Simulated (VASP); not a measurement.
A run of VASP 6.6.1 is set up as follows.

File INCAR:

```
SYSTEM = Bi2Se3
  AGGAC = 0.0
  ALDAC = 0.0
  ALGO = Normal
  EDIFF = 1E-6
  ENCUT = 520
  GGA = PE
  ISIF = 2
  ISMEAR = -1
  LASPH = .TRUE.
  LCHARG = .FALSE.
  LREAL = .FALSE.
  LWAVE = .FALSE.
  NBANDS = 32
  NELM = 100
  PREC = Accurate
  SIGMA = 0.05
```

KPOINTS

```
k-points
0
G
  8 8 8
  0 0 0
```

The input POSCAR:

```
Bi2Se3
1.0
    2.0852189429      1.2039017179      9.6085493036
   -2.0852189429      1.2039017179      9.6085493036
    0.0000000000     -2.4078034360      9.6085493036
Bi Se
2 3
Direct
    0.5992000000      0.5992000000      0.5992000000
    0.4008000000      0.4008000000      0.4008000000
    0.7883000000      0.7883000000      0.7883000000
    0.2117000000      0.2117000000      0.2117000000
    0.0000000000      0.0000000000      0.0000000000
```

Potentials or basis: VASP PAW PBE potentials, release 64 (Bi_d, Se).

Launch:

```sh
$ cat potpaw_PBE.64/Bi_d/POTCAR potpaw_PBE.64/Se/POTCAR > POTCAR
$ mpirun -np 1 vasp_std > vasp.out
```

Q: What does it give for the band gap on the k mesh?

A: 0.30 eV.

Q: Predict the pressure.

A: 10.4 GPa.

Forces in eV/Å, atoms in the order of the input:
```
Bi   0.000  0.000  0.142
Bi   0.000  0.000 -0.142
Se   0.000  0.000  0.484
Se   0.000  0.000 -0.484
Se   0.000  0.000  0.000
```

Caveat: the cell stands under pressure; spin-orbit coupling is left out, which moves the levels of the heavy elements. A k mesh can miss the band edges.
